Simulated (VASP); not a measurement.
The system is InSb (sol).

```
In Sb
1.0
     0.00000    3.31661    3.31661
     3.31661    0.00000    3.31661
     3.31661    3.31661    0.00000
In Sb
1 1
Direct
  0.00000 0.00000 0.00000
  0.75000 0.75000 0.75000
```

| Item | Value |
| --- | --- |
| Program | VASP 6.6.1 |
| Task | relaxation of cell and atoms |
| Functional | PBEsol |
| Potentials or basis | VASP PAW PBE potentials, release 64 (In_d, Sb) |
| Cutoff | 600 eV |
| k mesh | 12 × 12 × 12 |
| Occupations | gaussian, width 0.1 eV |
| Spin | no spin polarisation |

At the start: pressure -1.9 GPa; volume 36.48 Å³/atom.

Problem. How do energy, volume and symmetry change on relaxing?

Solution. Over 3 steps the energy falls by 11.6 meV/atom and the volume is 34.66 Å³/atom (-5.0 %); space group F-43m (No. 216, to 0.05 Å).

The path:
| step | energy change (eV) | largest force (eV/Å) | pressure (GPa) | volume (Å³) |
| --- | --- | --- | --- | --- |
| 1 | 0.0000 | 0.0000 | -1.94 | 72.96 |
| 2 | -0.0215 | 0.0000 | 0.59 | 68.40 |
| 3 | -0.0232 | 0.0000 | 0.00 | 69.32 |

Final structure:
```xyz
2
Lattice="0.0000 3.2604 3.2604 3.2604 0.0000 3.2604 3.2604 3.2604 0.0000" Properties=species:S:1:pos:R:3 pbc="T T T"
In    0.0000    0.0000    0.0000
Sb    4.8906    4.8906    4.8906
```

Caveat: the PAW data sets were made with another functional, which shifts forces and pressure a little.
